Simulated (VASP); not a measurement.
# Mg3CdTe4 (P3m1) in VASP: further runs

Runs on Mg3CdTe4. Level: PBE. Tasks: single point.

Everything below comes from runs of VASP 6.6.1. Logs are shortened: lines on timing, memory, paths and dates and some standing lists are left out, and cuts for length are marked.

## Step 1: The cell of the first run

It takes space group P3m1 (No. 156, trigonal). Conventional cell: a = 4.236 Å, b = 4.236 Å, c = 13.726 Å, α = 90.00°, β = 90.00°, γ = 120.00°. Within 3.4 Å of Mg (site symmetry 3m) lie 4 Te at 2.58 to 2.59 Å. Within 3.4 Å of Mg (site symmetry 3m) lie 4 Te at 2.58 to 2.59 Å. Mg (site symmetry 3m) has 4 Te at 2.58 to 2.59 Å within 3.4 Å. Cd (site symmetry 3m) has 4 Te at 2.58 to 2.59 Å within 3.4 Å. Within 3.4 Å of Te (site symmetry 3m) lie 4 Mg at 2.58 to 2.59 Å. Te (site symmetry 3m) has 3 Cd at 2.58 Å and 1 Mg at 2.59 Å within 3.4 Å. Within 3.4 Å of Te (site symmetry 3m) lie 4 Mg at 2.58 to 2.59 Å. Within 3.4 Å of Te (site symmetry 3m) lie 3 Mg at 2.58 Å and 1 Cd at 2.59 Å.

## Step 2: Single point, PBE

INCAR reads:

```
ALGO = Normal
EDIFF = 1E-6
ENCUT = 520
GGA = PE
ISIF = 2
ISMEAR = 0
LASPH = T
LCHARG = T
LELF = T
LREAL = F
LVHAR = T
LWAVE = F
NBANDS = 31
NELM = 80
PREC = Accurate
SIGMA = 0.1
```

KPOINTS reads:

```
k-points
0
Gamma
  6 6 2
```

POSCAR reads:

```
Mg3CdTe4
1.0
    4.2355801100      0.0000000000      0.0000000000
   -2.1177900500      3.6681199700      0.0000000000
    0.0000000000      0.0000000000     13.7263756600
Mg Cd Te
3 1 4
Direct
    0.3333333300      0.6666666700      0.4979955900
    0.3333333300      0.6666666700      0.9979955900
    0.6666666700      0.3333333300      0.2479955900
    0.6666666700      0.3333333300      0.7479955900
    0.3333333300      0.6666666700      0.1870044200
    0.3333333300      0.6666666700      0.6870044200
    0.6666666700      0.3333333300      0.4370044200
    0.6666666700      0.3333333300      0.9370044200
```

Potentials or basis: VASP PAW PBE potentials, release 64 (Mg, Cd, Te).

Command:

```
cat potpaw_PBE.64/Mg/POTCAR potpaw_PBE.64/Cd/POTCAR potpaw_PBE.64/Te/POTCAR > POTCAR
mpirun -np 1 vasp_std > vasp.out
```

OUTCAR:

```text
EDIFF = 1E-6
   ENCUT = 520
   GGA = PE
   ISIF = 2
   ISMEAR = 0
   LASPH = T
   LREAL = F
   NELM = 80
   PREC = Accurate

 ion  position               nearest neighbor table
   1  0.333  0.667  0.498-   7 2.58   7 2.58   7 2.58   6 2.59
   2  0.333  0.667  0.998-   8 2.58   8 2.58   8 2.58   5 2.59
   3  0.667  0.333  0.248-   5 2.58   5 2.58   5 2.58   7 2.59
   4  0.667  0.333  0.748-   6 2.58   6 2.58   6 2.58   8 2.59
   5  0.333  0.667  0.187-   3 2.58   3 2.58   3 2.58   2 2.59
   6  0.333  0.667  0.687-   4 2.58   4 2.58   4 2.58   1 2.59
   7  0.667  0.333  0.437-   1 2.58   1 2.58   1 2.58   3 2.59
   8  0.667  0.333  0.937-   2 2.58   2 2.58   2 2.58   4 2.59

  LATTYP: Found a hexagonal cell.
 ALAT       =     4.2355801100
 C/A-ratio  =     3.2407309751

  Lattice vectors:

 A1 = (   4.2355801100,   0.0000000000,   0.0000000000)
 A2 = (  -2.1177900500,   3.6681199700,   0.0000000000)
 A3 = (   0.0000000000,   0.0000000000,  13.7263756600)

Analysis of symmetry for initial positions (statically):
=====================================================================
 Subroutine PRICEL returns:
 Original cell was already a primitive cell.

 Routine SETGRP: Setting up the symmetry group for a
 hexagonal supercell.

 Subroutine GETGRP returns: Found  6 space group operations
 (whereof  6 operations were pure point group operations)
 out of a pool of 24 trial point group operations.

The static configuration has the point symmetry C_3v.

Analysis of symmetry for dynamics (positions and initial velocities):
=====================================================================
 Subroutine PRICEL returns:
 Original cell was already a primitive cell.

 Routine SETGRP: Setting up the symmetry group for a
 hexagonal supercell.

 Subroutine GETGRP returns: Found  6 space group operations
 (whereof  6 operations were pure point group operations)
 out of a pool of 24 trial point group operations.

The dynamic configuration has the point symmetry C_3v.

 Subroutine INISYM returns: Found  6 space group operations
 (whereof  6 operations are pure point group operations),
 and found     1 'primitive' translations

----------------------------------------------------------------------------------------

                                     Primitive cell

  volume of cell :     213.2614

  direct lattice vectors                    reciprocal lattice vectors
     4.235580110  0.000000000  0.000000000     0.236095169  0.136309609  0.000000000
    -2.117790050  3.668119970  0.000000000     0.000000000  0.272619219  0.000000000
     0.000000000  0.000000000 13.726375660     0.000000000  0.000000000  0.072852443

  length of vectors
     4.235580110  4.235580103 13.726375660     0.272619218  0.272619219  0.072852443

  position of ions in fractional coordinates (direct lattice)
     0.333333330  0.666666670  0.497995590
     0.333333330  0.666666670  0.997995590
     0.666666670  0.333333330  0.247995590
     0.666666670  0.333333330  0.747995590
     0.333333330  0.666666670  0.187004420
     0.333333330  0.666666670  0.687004420
     0.666666670  0.333333330  0.437004420
     0.666666670  0.333333330  0.937004420

  ion indices of the primitive-cell ions
   primitive index   ion index
                 1           1
                 2           2
                 3           3
                 4           4
                 5           5
                 6           6
                 7           7
                 8           8

----------------------------------------------------------------------------------------

 KPOINTS: k-points

Automatic generation of k-mesh.
 Grid dimensions read from file:
 generate k-points for:    6    6    2

 Generating k-lattice:

  Cartesian coordinates                     Fractional coordinates (reciprocal lattice)
     0.039349195  0.022718268  0.000000000     0.166666667  0.000000000  0.000000000
     0.000000000  0.045436536  0.000000000     0.000000000  0.166666667  0.000000000
     0.000000000  0.000000000  0.036426221     0.000000000  0.000000000  0.500000000

  Length of vectors
     0.045436536  0.045436536  0.036426221

  Shift w.r.t. Gamma in fractional coordinates (k-lattice)
     0.000000000  0.000000000  0.000000000

 Subroutine IBZKPT returns following result:
 ===========================================

 Found     14 irreducible k-points:

 Following reciprocal coordinates:
            Coordinates               Weight
  0.000000  0.000000  0.000000      1.000000
  0.166667  0.000000  0.000000      6.000000
  0.333333  0.000000  0.000000      6.000000
  0.500000 -0.000000  0.000000      3.000000
  0.166667  0.166667  0.000000      6.000000
  0.333333  0.166667  0.000000     12.000000
  0.333333  0.333333  0.000000      2.000000
  0.000000  0.000000  0.500000      1.000000
  0.166667  0.000000  0.500000      6.000000
  0.333333  0.000000  0.500000      6.000000
  0.500000 -0.000000  0.500000      3.000000
[... 67 lines left out ...]

  energy without entropy =      -21.22087625  energy(sigma->0) =      -21.22087625

 E-fermi :   4.7821     XC(G=0):  -8.9915

 val. band max:        4.3470650200   @ k =   0.0000   0.0000   0.0000
 cond. band min:       6.7497700932   @ k =   0.5000  -0.0000   0.5000
 fundamental gap:      2.4027050733
 Fermi energy:         4.7820723852

 k-point     1 :       0.0000    0.0000    0.0000
  band No.  band energies     occupation
      1      -7.6751      2.00000
      2      -7.2024      2.00000
      3      -6.9958      2.00000
      4      -6.5216      2.00000
      5      -4.5750      2.00000
      6      -4.5750      2.00000
[... 23 lines left out ...]
     30       9.6541      0.00000
     31       9.6542      0.00000

 k-point     2 :       0.1667    0.0000    0.0000
  band No.  band energies     occupation
      1      -7.5309      2.00000
      2      -7.0641      2.00000
      3      -6.8457      2.00000
      4      -6.4117      2.00000
      5      -4.5310      2.00000
      6      -4.5137      2.00000
[... 23 lines left out ...]
     30       9.7440      0.00000
     31      10.2121      0.00000

 k-point     3 :       0.3333    0.0000    0.0000
  band No.  band energies     occupation
      1      -7.2386      2.00000
      2      -6.7387      2.00000
      3      -6.4941      2.00000
      4      -6.1836      2.00000
      5      -4.4486      2.00000
      6      -4.3600      2.00000
[... 23 lines left out ...]
     30      10.3006      0.00000
     31      11.3338      0.00000

 k-point     4 :       0.5000   -0.0000    0.0000
  band No.  band energies     occupation
      1      -7.0997      2.00000
      2      -6.5343      2.00000
      3      -6.2609      2.00000
      4      -6.0884      2.00000
      5      -4.4138      2.00000
      6      -4.3422      2.00000
[... 23 lines left out ...]
     30      11.1859      0.00000
     31      11.3500      0.00000

 k-point     5 :       0.1667    0.1667    0.0000
  band No.  band energies     occupation
      1      -7.3115      2.00000
      2      -6.8298      2.00000
      3      -6.5919      2.00000
      4      -6.2402      2.00000
      5      -4.4789      2.00000
      6      -4.3732      2.00000
[... 23 lines left out ...]
     30       9.7253      0.00000
     31       9.7961      0.00000
[... 202 lines left out ...]
     30       9.9466      0.00000
     31      10.1951      0.00000

 k-point    12 :       0.1667    0.1667    0.5000
  band No.  band energies     occupation
      1      -7.3068      2.00000
      2      -6.8540      2.00000
      3      -6.5685      2.00000
      4      -6.2422      2.00000
      5      -4.4790      2.00000
      6      -4.3728      2.00000
[... 23 lines left out ...]
     30      10.0654      0.00000
     31      10.1783      0.00000

 k-point    13 :       0.3333    0.1667    0.5000
  band No.  band energies     occupation
      1      -7.1014      2.00000
      2      -6.5416      2.00000
      3      -6.2775      2.00000
      4      -6.0763      2.00000
      5      -4.4287      2.00000
      6      -4.2949      2.00000
[... 23 lines left out ...]
     30       9.9747      0.00000
     31      10.1658      0.00000

 k-point    14 :       0.3333    0.3333    0.5000
  band No.  band energies     occupation
      1      -7.0388      2.00000
      2      -6.4376      2.00000
      3      -6.0978      2.00000
      4      -6.0831      2.00000
      5      -4.4241      2.00000
      6      -4.2393      2.00000
[... 23 lines left out ...]
     30      10.8458      0.00000
     31      11.2784      0.00000

------------------------ aborting loop because EDIFF is reached ----------------------------------------

  FORCE on cell =-STRESS in cart. coord.  units (eV):
  Direction    XX          YY          ZZ          XY          YZ          ZX
  --------------------------------------------------------------------------------------
  -------------------------------------------------------------------------------------
  Total       22.5558896     22.5558895     22.5062504      0.0000000     -0.0000000      0.0000000
  in kB      169.4564994    169.4564990    169.0835731      0.0000002     -0.0000000      0.0000000
  external PRESSURE =     169.3321905 kB  Pullay stress =       0.0000000 kB

 VOLUME and BASIS-vectors are now :
 -----------------------------------------------------------------------------
  energy-cutoff  :      520.00
  volume of cell :      213.26
      direct lattice vectors                 reciprocal lattice vectors
     4.235580110  0.000000000  0.000000000     0.236095169  0.136309609  0.000000000
    -2.117790050  3.668119970  0.000000000     0.000000000  0.272619219  0.000000000
     0.000000000  0.000000000 13.726375660     0.000000000  0.000000000  0.072852443

 POSITION                                       TOTAL-FORCE (eV/Angst)
 -----------------------------------------------------------------------------------
     -0.00000      2.44541      6.83567         0.000000     -0.000000     -0.022601
     -0.00000      2.44541     13.69886         0.000000     -0.000000      0.034507
      2.11779      1.22271      3.40408         0.000000     -0.000000      0.026807
      2.11779      1.22271     10.26727        -0.000000      0.000000      0.073635
     -0.00000      2.44541      2.56689         0.000000     -0.000000     -0.026421
     -0.00000      2.44541      9.43008        -0.000000     -0.000000     -0.811031
      2.11779      1.22271      5.99849        -0.000000     -0.000000     -0.018389
      2.11779      1.22271     12.86167         0.000000     -0.000000      0.743493
 -----------------------------------------------------------------------------------
    total drift:                               -0.000011      0.000006     -0.000649

  FREE ENERGIE OF THE ION-ELECTRON SYSTEM (eV)
  ---------------------------------------------------
  free  energy   TOTEN  =       -21.2208762524 eV

  energy  without entropy=      -21.2208762524  energy(sigma->0) =      -21.22087625
```

It took 81 s on 1 thread of Intel Xeon Platinum 8559C (Emerald Rapids), shared host; peak memory 0.36 GiB.

What came out:

| Quantity | Value |
| --- | --- |
| Free energy | -21.2209 eV |
| Pressure | 16.9 GPa |
| Largest force | 0.811 eV/Å |
| Band gap on the k mesh | 2.40 eV (least direct gap 2.42 eV) |

Forces on the atoms (eV/Å):
```
Mg   0.000  0.000 -0.023
Mg   0.000  0.000  0.035
Mg   0.000  0.000  0.027
Cd   0.000  0.000  0.074
Te   0.000  0.000 -0.026
Te   0.000  0.000 -0.811
Te   0.000  0.000 -0.018
Te   0.000  0.000  0.743
```

Levels at points of the mesh, in eV from the valence-band top:
```tsv
k point	band 17	band 18	band 19	band 20	band 21	band 22	band 23	band 24	band 25	band 26
(0.00, 0.00, 0.00)	-0.70	-0.70	-0.20	0.00	0.00	2.42	3.08	3.46	3.64	4.92
(0.50, 0.00, 0.00)	-1.76	-1.76	-1.62	-1.49	-0.97	2.42	2.71	2.86	3.58	3.77
(0.00, 0.00, 0.50)	-0.97	-0.61	-0.61	-0.01	-0.01	2.55	3.14	3.66	3.84	4.88
(0.50, 0.00, 0.50)	-2.02	-1.59	-1.39	-1.30	-1.12	2.40	2.70	2.73	3.00	4.50
```

Caveat: the cell stands under pressure; spin-orbit coupling is left out, which moves the levels of the heavy elements. A k mesh can miss the band edges.

## Step 3: Single point, PBE

This run uses another cell than the first one, of 34.60 Å³/atom.

INCAR reads:

```
SYSTEM = Mg3CdTe4
ALGO = Normal ; EDIFF = 1E-7
ENCUT = 520 ; GGA = PE
ISIF = 2 ; ISMEAR = 0
LASPH = .TRUE. ; LCHARG = .FALSE.
LREAL = .FALSE. ; LWAVE = .FALSE.
NBANDS = 31 ; NELM = 60
PREC = Accurate ; SIGMA = 0.1
```

KPOINTS reads:

```
k-points
0
G
  6 6 2
  0 0 0
```

POSCAR reads:

```
Mg3CdTe4
1.0
    4.6119192128     -0.0000000031      0.0000000000
   -2.3059596037      3.9940392001      0.0000000000
    0.0000000000      0.0000000000     15.0276453081
Mg Cd Te
3 1 4
Direct
    0.3333333333      0.6666666667      0.4959167280
    0.3333333333      0.6666666667      0.9998849272
    0.6666666667      0.3333333333      0.2481738272
    0.6666666667      0.3333333333      0.7501298665
    0.3333333333      0.6666666667      0.1873796355
    0.3333333333      0.6666666667      0.6831797528
    0.6666666667      0.3333333333      0.4354973737
    0.6666666667      0.3333333333      0.9398379291
```

Potentials or basis: VASP PAW PBE potentials, release 64 (Mg, Cd, Te).

Command:

```
cat potpaw_PBE.64/Mg/POTCAR potpaw_PBE.64/Cd/POTCAR potpaw_PBE.64/Te/POTCAR > POTCAR
mpirun -np 1 vasp_std > vasp.out
```

Run time: 2 min. Hardware: 1 thread of Intel Xeon Platinum 8559C (Emerald Rapids), shared host; peak memory 0.44 GiB.

Results (log left out):

```yaml
Free_energy: -24.0023 eV
Pressure: 0.4 GPa
Largest_force: 0.042 eV/Å
Band_gap_on_the_k_mesh: 1.62 eV
```

Forces in eV/Å, atoms in the order of the input:
```
Mg   0.000  0.000 -0.013
Mg   0.000  0.000  0.004
Mg   0.000  0.000  0.005
Cd   0.000  0.000 -0.023
Te   0.000  0.000 -0.008
Te   0.000  0.000 -0.002
Te   0.000  0.000 -0.005
Te   0.000  0.000  0.042
```

Levels at points of the mesh, in eV from the valence-band top:
```csv
k point,band 18,band 19,band 20,band 21,band 22,band 23,band 24,band 25
"(0.00, 0.00, 0.00)",-0.47,-0.19,0.00,0.00,1.62,2.45,2.85,3.04
"(0.50, 0.00, 0.00)",-1.19,-1.10,-1.09,-0.65,2.50,2.88,2.96,3.41
"(0.00, 0.00, 0.50)",-0.42,-0.42,-0.01,-0.01,1.99,2.71,2.72,2.81
"(0.50, 0.00, 0.50)",-1.07,-0.97,-0.90,-0.74,2.43,2.89,2.97,3.06
```

Caveat: spin-orbit coupling is left out, which moves the levels of the heavy elements. A k mesh can miss the band edges.

## Step 4: Single point, PBE

This run uses another cell than the first one, of 34.94 Å³/atom.

INCAR reads:

```
SYSTEM = Mg3CdTe4
PREC     = Accurate       ! precision mode
ENCUT    = 520            ! plane-wave cutoff, eV
EDIFF    = 1E-6           ! SCF threshold, eV
ISMEAR   = 0              ! smearing method
SIGMA    = 0.02           ! smearing width, eV
LREAL    = .FALSE.        ! projectors in reciprocal space
LASPH    = .TRUE.         ! aspherical terms in the spheres
NELM     = 60             ! most SCF steps
ALGO     = Normal         ! electronic algorithm
ISIF     = 2              ! what is computed and relaxed
LWAVE    = .FALSE.        ! write WAVECAR
LCHARG   = .FALSE.        ! write CHGCAR
GGA      = PE             ! functional
NBANDS   = 31             ! bands
```

KPOINTS reads:

```
regular mesh
0
G
  6 6 2
  0 0 0
```

POSCAR reads:

```
Mg3CdTe4
1.0
    4.6276261461      0.0000000000      0.0000000000
   -2.3138130730      4.0076418017      0.0000000000
    0.0000000000      0.0000000000     15.0716959666
Mg Cd Te
3 1 4
Direct
    0.3333333333      0.6666666667      0.4957665525
    0.3333333333      0.6666666667      0.9999298478
    0.6666666667      0.3333333333      0.2481258151
    0.6666666667      0.3333333333      0.7499241774
    0.3333333333      0.6666666667      0.1873986657
    0.3333333333      0.6666666667      0.6833783241
    0.6666666667      0.3333333333      0.4354500146
    0.6666666667      0.3333333333      0.9400266429
```

Command:

```
cat potpaw_PBE.64/Mg/POTCAR potpaw_PBE.64/Cd/POTCAR potpaw_PBE.64/Te/POTCAR > POTCAR
mpirun -np 1 vasp_std > vasp.out
```

Run time: 2.1 min. Hardware: 1 thread of Intel Xeon Platinum 8559C (Emerald Rapids), shared host; peak memory 0.43 GiB.

Results (log left out):

```
Free energy            : -24.0055 eV
Pressure               : 0.0 GPa
Largest force          : 0.020 eV/Å
Band gap on the k mesh : 1.58 eV
```

Forces in eV/Å, atoms in the order of the input:
```
Mg   0.000  0.000  0.002
Mg   0.000  0.000  0.001
Mg   0.000  0.000  0.000
Cd   0.000  0.000  0.001
Te   0.000  0.000 -0.001
Te   0.000  0.000 -0.020
Te   0.000  0.000 -0.001
Te   0.000  0.000  0.018
```

Levels at points of the mesh, in eV from the valence-band top:
```csv
k point,band 19,band 20,band 21,band 22,band 23,band 24
"(0.00, 0.00, 0.00)",-0.18,0.00,0.00,1.58,2.43,2.83
"(0.50, 0.00, 0.00)",-1.08,-1.06,-0.64,2.50,2.89,2.96
"(0.00, 0.00, 0.50)",-0.41,-0.01,-0.01,1.96,2.68,2.71
"(0.50, 0.00, 0.50)",-0.94,-0.88,-0.73,2.43,2.90,2.98
```

Caveat: spin-orbit coupling is left out, which moves the levels of the heavy elements. A k mesh can miss the band edges.

## Step 5: The runs side by side

| cell | smearing | gap on the mesh (eV) | pressure (GPa) | largest force (eV/Å) |
| --- | --- | --- | --- | --- |
| a = 4.236, b = 4.236, c = 13.726 Å, angles 90.0, 90.0, 120.0°, 8 atoms, atomic positions A | gaussian 0.1 eV | 2.40 | 16.9 | 0.81 |
| a = 4.612, b = 4.612, c = 15.028 Å, angles 90.0, 90.0, 120.0°, 8 atoms, atomic positions B | gaussian 0.1 eV | 1.62 | 0.4 | 0.04 |
| a = 4.628, b = 4.628, c = 15.072 Å, angles 90.0, 90.0, 120.0°, 8 atoms, atomic positions B | gaussian 0.02 eV | 1.58 | 0.0 | 0.02 |

Alike in all rows: task single point; level PBE; potentials or basis VASP PAW PBE potentials, release 64 (Mg, Cd, Te); no spin polarisation; k mesh 6 × 6 × 2; cutoff (eV) 520.

Caveats: spin-orbit coupling is left out, which moves the levels of the heavy elements; the cell stands under pressure (at least some runs).

Absolute energies hang on the potentials; compare differences alone.
